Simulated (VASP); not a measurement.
# Ba3Rh2C3 (P-4m2) in VASP: single point with PBE

Aim: the single point of Ba3Rh2C3 with PBE.

All numbers are computed with VASP 6.6.1; they aren't measurements. Logs are shortened: lines on timing, memory, paths and dates and some standing lists are left out, and cuts for length are marked.

## Step 1: The cell of the first run

The structure is tetragonal, space group P-4m2 (No. 115). The conventional cell has a = 4.168 Å, b = 4.168 Å, c = 9.417 Å, α = 90.00°, β = 90.00°, γ = 90.00°. Within 3.9 Å of Ba (site symmetry 2mm) lie 4 Rh at 2.95 Å and 2 Ba at 3.13 Å and 6 C at 3.13 to 3.16 Å. Ba (site symmetry -4m2) has 4 C at 2.95 Å and 4 Ba at 3.13 Å and 4 Rh at 3.15 Å within 3.9 Å. Rh (site symmetry 2mm) has 6 Ba at 2.95 to 3.15 Å and 6 C at 3.14 to 3.15 Å within 3.9 Å. C (site symmetry -4m2) has 4 C at 2.95 Å and 4 Rh at 3.14 Å and 4 Ba at 3.16 Å within 3.9 Å. C (site symmetry -4m2) has 8 Ba at 2.95 to 3.13 Å and 4 Rh at 3.15 Å within 3.9 Å. Within 3.9 Å of C (site symmetry -4m2) lie 4 C at 2.95 Å and 4 Rh at 3.14 Å and 4 Ba at 3.16 Å.

The cell was generated, and may not be a known phase.

## Step 2: Single point, PBE

INCAR reads:

```
ALGO = Normal
EDIFF = 1E-6
ENCUT = 520
GGA = PE
ISIF = 2
ISMEAR = 0
LASPH = True
LCHARG = True
LELF = True
LREAL = False
LVHAR = True
LWAVE = False
NBANDS = 46
NELM = 80
PREC = Accurate
SIGMA = 0.1
```

KPOINTS reads:

```
k-points
0
Gamma
  4 4 2
```

POSCAR reads:

```
Ba3Rh2C3
1.0
    4.1682557000      0.0000000000      0.0000000000
    0.0000000000      4.1682557000      0.0000000000
    0.0000000000      0.0000000000      9.4168255500
Ba Rh C
3 2 3
Direct
    0.0000000000      0.5000000000      0.7525407100
    0.5000000000      0.0000000000      0.2474592900
    0.5000000000      0.5000000000      0.0000000000
    0.5000000000      0.0000000000      0.7496179900
    0.0000000000      0.5000000000      0.2503820100
    0.0000000000      0.0000000000      0.5000000000
    0.0000000000      0.0000000000      0.0000000000
    0.5000000000      0.5000000000      0.5000000000
```

Potentials or basis: VASP PAW PBE potentials, release 64 (Ba_sv, Rh_pv, C).

The run is started by

```bash
cat potpaw_PBE.64/Ba_sv/POTCAR potpaw_PBE.64/Rh_pv/POTCAR potpaw_PBE.64/C/POTCAR > POTCAR
mpirun -np 1 vasp_std > vasp.out
```

OUTCAR:

```text
EDIFF = 1E-6
   ENCUT = 520
   GGA = PE
   ISIF = 2
   ISMEAR = 0
   LASPH = True
   LREAL = False
   NELM = 80
   PREC = Accurate

 ion  position               nearest neighbor table
   1  0.000  0.500  0.753-   4 2.95   4 2.95   4 2.95   4 2.95   7 3.13   3 3.13   7 3.13   3 3.13
                             6 3.16   6 3.16   8 3.16   8 3.16
   2  0.500  0.000  0.247-   5 2.95   5 2.95   5 2.95   5 2.95   3 3.13   7 3.13   7 3.13   3 3.13
                             6 3.16   6 3.16   8 3.16   8 3.16
   3  0.500  0.500  0.000-   7 2.95   7 2.95   7 2.95   7 2.95   2 3.13   1 3.13   1 3.13   2 3.13
                             5 3.15   5 3.15   4 3.15   4 3.15
   4  0.500  0.000  0.750-   1 2.95   1 2.95   1 2.95   1 2.95   3 3.15   3 3.15
   5  0.000  0.500  0.250-   2 2.95   2 2.95   2 2.95   2 2.95   3 3.15   3 3.15
   6  0.000  0.000  0.500-   1 3.16   2 3.16   1 3.16   2 3.16
   7  0.000  0.000  0.000-   3 2.95   3 2.95   3 2.95   3 2.95   2 3.13   2 3.13   1 3.13   1 3.13

   8  0.500  0.500  0.500-   1 3.16   2 3.16   2 3.16   1 3.16

  LATTYP: Found a simple tetragonal cell.
 ALAT       =     4.1682557000
 C/A-ratio  =     2.2591765544

  Lattice vectors:

 A1 = (   4.1682557000,   0.0000000000,   0.0000000000)
 A2 = (   0.0000000000,   4.1682557000,   0.0000000000)
 A3 = (   0.0000000000,   0.0000000000,   9.4168255500)

Analysis of symmetry for initial positions (statically):
=====================================================================
 Subroutine PRICEL returns:
 Original cell was already a primitive cell.

 Routine SETGRP: Setting up the symmetry group for a
 simple tetragonal supercell.

 Subroutine GETGRP returns: Found  8 space group operations
 (whereof  8 operations were pure point group operations)
 out of a pool of 16 trial point group operations.

The static configuration has the point symmetry D_2d.

Analysis of symmetry for dynamics (positions and initial velocities):
=====================================================================
 Subroutine PRICEL returns:
 Original cell was already a primitive cell.

 Routine SETGRP: Setting up the symmetry group for a
 simple tetragonal supercell.

 Subroutine GETGRP returns: Found  8 space group operations
 (whereof  8 operations were pure point group operations)
 out of a pool of 16 trial point group operations.

The dynamic configuration has the point symmetry D_2d.

 Subroutine INISYM returns: Found  8 space group operations
 (whereof  8 operations are pure point group operations),
 and found     1 'primitive' translations

----------------------------------------------------------------------------------------

                                     Primitive cell

  volume of cell :     163.6113

  direct lattice vectors                    reciprocal lattice vectors
     4.168255700  0.000000000  0.000000000     0.239908507  0.000000000  0.000000000
     0.000000000  4.168255700  0.000000000     0.000000000  0.239908507  0.000000000
     0.000000000  0.000000000  9.416825550     0.000000000  0.000000000  0.106192899

  length of vectors
     4.168255700  4.168255700  9.416825550     0.239908507  0.239908507  0.106192899

  position of ions in fractional coordinates (direct lattice)
     0.000000000  0.500000000  0.752540710
     0.500000000  0.000000000  0.247459290
     0.500000000  0.500000000  0.000000000
     0.500000000  0.000000000  0.749617990
     0.000000000  0.500000000  0.250382010
     0.000000000  0.000000000  0.500000000
     0.000000000  0.000000000  0.000000000
     0.500000000  0.500000000  0.500000000

  ion indices of the primitive-cell ions
   primitive index   ion index
                 1           1
                 2           2
                 3           3
                 4           4
                 5           5
                 6           6
                 7           7
                 8           8

----------------------------------------------------------------------------------------

 KPOINTS: k-points

Automatic generation of k-mesh.
 Grid dimensions read from file:
 generate k-points for:    4    4    2

 Generating k-lattice:

  Cartesian coordinates                     Fractional coordinates (reciprocal lattice)
     0.059977127  0.000000000  0.000000000     0.250000000  0.000000000  0.000000000
     0.000000000  0.059977127  0.000000000     0.000000000  0.250000000  0.000000000
     0.000000000  0.000000000  0.053096449     0.000000000  0.000000000  0.500000000

  Length of vectors
     0.059977127  0.059977127  0.053096449

  Shift w.r.t. Gamma in fractional coordinates (k-lattice)
     0.000000000  0.000000000  0.000000000

 Subroutine IBZKPT returns following result:
 ===========================================

 Found     12 irreducible k-points:

 Following reciprocal coordinates:
            Coordinates               Weight
  0.000000  0.000000  0.000000      1.000000
  0.250000  0.000000  0.000000      4.000000
  0.500000  0.000000  0.000000      2.000000
  0.250000  0.250000  0.000000      4.000000
  0.500000  0.250000  0.000000      4.000000
  0.500000  0.500000  0.000000      1.000000
  0.000000  0.000000  0.500000      1.000000
  0.250000  0.000000  0.500000      4.000000
  0.500000  0.000000  0.500000      2.000000
  0.250000  0.250000  0.500000      4.000000
  0.500000  0.250000  0.500000      4.000000
  0.500000  0.500000  0.500000      1.000000
   k-points           NKPTS =     12   k-points in BZ     NKDIM =     12   number of bands    NBANDS=     46
   number of dos      NEDOS =    301   number of ions     NIONS =      8
   total plane-waves  NPLWV =  71680
   dimension x,y,z NGX =    32 NGY =   32 NGZ =   70
   dimension x,y,z NGXF=    64 NGYF=   64 NGZF=  140
   ions per type =               3   2   3
   NGX,Y,Z   is equivalent  to a cutoff of  12.76, 12.76, 12.36 a.u.
   NGXF,Y,Z  is equivalent  to a cutoff of  25.53, 25.53, 24.72 a.u.
 SYSTEM =  unknown system
   PREC   = accura    normal or accurate (medium, high low for compatibility)
   ISTART =      0    job   : 0-new  1-cont  2-samecut
   ICHARG =      2    charge: 1-file 2-atom 10-const
   ISPIN  =      1    spin polarized calculation?
   LNONCOLLINEAR =      F non collinear calculations
   LSORBIT =      F    spin-orbit coupling
   LASPH  =      T    aspherical Exc in radial PAW
   ENCUT  =  520.0 eV  38.22 Ry    6.18 a.u.   7.75  7.75 17.51*2*pi/ulx,y,z
   NELM   =     80;   NELMIN=  2; NELMDL= -5     # of ELM steps
   EDIFF  = 0.1E-05   stopping-criterion for ELM
   LREAL  =      F    real-space projection
   EDIFFG = 0.1E-04   stopping-criterion for IOM
   NSW    =      0    number of steps for IOM
   IBRION =     -1    ionic relax: 0-MD 1-quasi-New 2-CG
   NFREE  =      0    steps in history (QN), initial steepest desc. (CG)
   ISIF   =      2    stress and relaxation
   ISYM   =      2    0-nonsym 1-usesym 2-fastsym
   POTIM  = 0.5000    time-step for ionic-motion
   TEBEG  =    0.0;   TEEND  =   0.0 temperature during run
   PSTRESS=    0.0 pullay stress
   NELECT =      72.0000    total number of electrons
   NUPDOWN=      -1.0000    fix difference up-down
   EMIN   =  10.00;   EMAX   =-10.00  energy-range for DOS
   EFERMI =   0.00;   METHOD = LEGACY
   ISMEAR =     0;   SIGMA  =   0.10  broadening in eV -4-tet -1-fermi 0-gaus
   EFERMI_NEDOS =   21; number of points for ismear=-14 and -15
   IALGO  =     38    algorithm
   IMIX   =      4    mixing-type and parameters
     AMIX     =   0.40;   BMIX     =  1.00
     AMIX_MAG =   1.60;   BMIX_MAG =  1.00
  volume/ion in A,a.u.               =      20.45       138.01
  Fermi-wavevector in a.u.,A,eV,Ry     =   1.245225  2.353135 21.097002  1.550586
  Thomas-Fermi vector in A             =   2.379457
   LORBIT       =      0    0 simple, 1 ext, 2 COOP (PROOUT), +10 PAW based schemes
   GGA     = PE    functional components
   LHFCALC =     F    Hartree Fock is set to
   AEXX    =    0.0000 exact exchange contribution
   IVDW    =     0    specifies the selected vdW correction
   LEPSILON=     F    determine dielectric tensor
   LRPA    =     F    only Hartree local field effects (RPA)
 non-spin polarized calculation
 Gauss-broadening in eV      SIGMA  =   0.10
  energy-cutoff  :      520.00
  volume of cell :      163.61
 maximum number of plane-waves:      4418
 NGX is ok and might be reduce to    32
   NGX = 15   NGY = 15   NGZ = 35

 number of electron      72.0000004 magnetization

 Free energy of the ion-electron system (eV)
  ---------------------------------------------------
  ext. energy  EPLUGINS =         0.00000000
  ---------------------------------------------------
  free energy    TOTEN  =       -32.22186893 eV

  energy without entropy =      -32.17548748  energy(sigma->0) =      -32.19867820

 E-fermi :   4.2452     XC(G=0): -10.5484

 val. band max:        4.2413988342   @ k =   0.2500   0.0000   0.0000
 cond. band min:       4.2493353183   @ k =   0.5000   0.2500   0.5000
 fundamental gap:      0.0079364841
 Fermi energy:         4.2451711822

 k-point     1 :       0.0000    0.0000    0.0000
  band No.  band energies     occupation
      1     -41.0288      2.00000
      2     -41.0288      2.00000
      3     -41.0246      2.00000
      4     -41.0246      2.00000
      5     -41.0144      2.00000
      6     -41.0143      2.00000
[... 38 lines left out ...]
     45       8.1135      0.00000
     46       8.1351      0.00000

 k-point     2 :       0.2500    0.0000    0.0000
  band No.  band energies     occupation
      1     -41.0306      2.00000
      2     -41.0286      2.00000
      3     -41.0262      2.00000
      4     -41.0244      2.00000
      5     -41.0143      2.00000
      6     -41.0142      2.00000
[... 38 lines left out ...]
     45       7.7139      0.00000
     46       8.5043      0.00000

 k-point     3 :       0.5000    0.0000    0.0000
  band No.  band energies     occupation
      1     -41.0324      2.00000
      2     -41.0284      2.00000
      3     -41.0278      2.00000
      4     -41.0242      2.00000
      5     -41.0142      2.00000
      6     -41.0141      2.00000
[... 38 lines left out ...]
     45       7.5456      0.00000
     46       7.8538      0.00000

 k-point     4 :       0.2500    0.2500    0.0000
  band No.  band energies     occupation
      1     -41.0303      2.00000
      2     -41.0302      2.00000
      3     -41.0258      2.00000
      4     -41.0258      2.00000
      5     -41.0142      2.00000
      6     -41.0141      2.00000
[... 332 lines left out ...]
     45       8.3960      0.00000
     46       8.4488      0.00000

 k-point    11 :       0.5000    0.2500    0.5000
  band No.  band energies     occupation
      1     -41.0319      2.00000
      2     -41.0299      2.00000
      3     -41.0273      2.00000
      4     -41.0255      2.00000
      5     -41.0141      2.00000
      6     -41.0140      2.00000
[... 38 lines left out ...]
     45       8.6048      0.00000
     46       8.6109      0.00000

 k-point    12 :       0.5000    0.5000    0.5000
  band No.  band energies     occupation
      1     -41.0314      2.00000
      2     -41.0314      2.00000
      3     -41.0268      2.00000
      4     -41.0268      2.00000
      5     -41.0139      2.00000
      6     -41.0139      2.00000
[... 38 lines left out ...]
     45       8.0342      0.00000
     46       8.9753      0.00000

------------------------ aborting loop because EDIFF is reached ----------------------------------------

  FORCE on cell =-STRESS in cart. coord.  units (eV):
  Direction    XX          YY          ZZ          XY          YZ          ZX
  --------------------------------------------------------------------------------------
  -------------------------------------------------------------------------------------
  Total        5.4361160      5.4361160     -4.2687964      0.0000000      0.0000000      0.0000000
  in kB       53.2336284     53.2336284    -41.8025519      0.0000000      0.0000000      0.0000000
  external PRESSURE =      21.5549016 kB  Pullay stress =       0.0000000 kB

 VOLUME and BASIS-vectors are now :
 -----------------------------------------------------------------------------
  energy-cutoff  :      520.00
  volume of cell :      163.61
      direct lattice vectors                 reciprocal lattice vectors
     4.168255700  0.000000000  0.000000000     0.239908507  0.000000000  0.000000000
     0.000000000  4.168255700  0.000000000     0.000000000  0.239908507  0.000000000
     0.000000000  0.000000000  9.416825550     0.000000000  0.000000000  0.106192899

 POSITION                                       TOTAL-FORCE (eV/Angst)
 -----------------------------------------------------------------------------------
      0.00000      2.08413      7.08654        -0.000000     -0.000000     -2.413166
      2.08413      0.00000      2.33028         0.000000     -0.000000      2.413166
      2.08413      2.08413      0.00000        -0.000000      0.000000      0.000000
      2.08413      0.00000      7.05902        -0.000000     -0.000000     -1.363641
      0.00000      2.08413      2.35780        -0.000000     -0.000000      1.363641
      0.00000      0.00000      4.70841        -0.000000     -0.000000      0.000000
      0.00000      0.00000      0.00000        -0.000000     -0.000000      0.000000
      2.08413      2.08413      4.70841        -0.000000      0.000000      0.000000
 -----------------------------------------------------------------------------------
    total drift:                                0.000000      0.000000      0.000000

  FREE ENERGIE OF THE ION-ELECTRON SYSTEM (eV)
  ---------------------------------------------------
  free  energy   TOTEN  =       -32.2218689260 eV

  energy  without entropy=      -32.1754874782  energy(sigma->0) =      -32.19867820
```

Wall time 63 s (1 thread of AMD EPYC 9R45 (Zen 5), shared host); peak memory 0.27 GiB.

Results:

```
Free energy            : -32.2219 eV
Pressure               : 2.2 GPa
Largest force          : 2.413 eV/Å
Band gap on the k mesh : zero (bands 36 and 37 overlap by 0.50 eV)
```

Forces in eV/Å, atoms in the order of the input:
```
Ba   0.000  0.000 -2.413
Ba   0.000  0.000  2.413
Ba   0.000  0.000  0.000
Rh   0.000  0.000 -1.364
Rh   0.000  0.000  1.364
C    0.000  0.000  0.000
C    0.000  0.000  0.000
C    0.000  0.000  0.000
```

Caveat: the k points lie up to 0.38 Å⁻¹ apart, too coarse for converged energies and pressures of a metal; spin-orbit coupling is left out, which moves the levels of the heavy elements; forces of over 1 eV/Å act on the atoms, so gaps and moduli don't describe the material at rest.
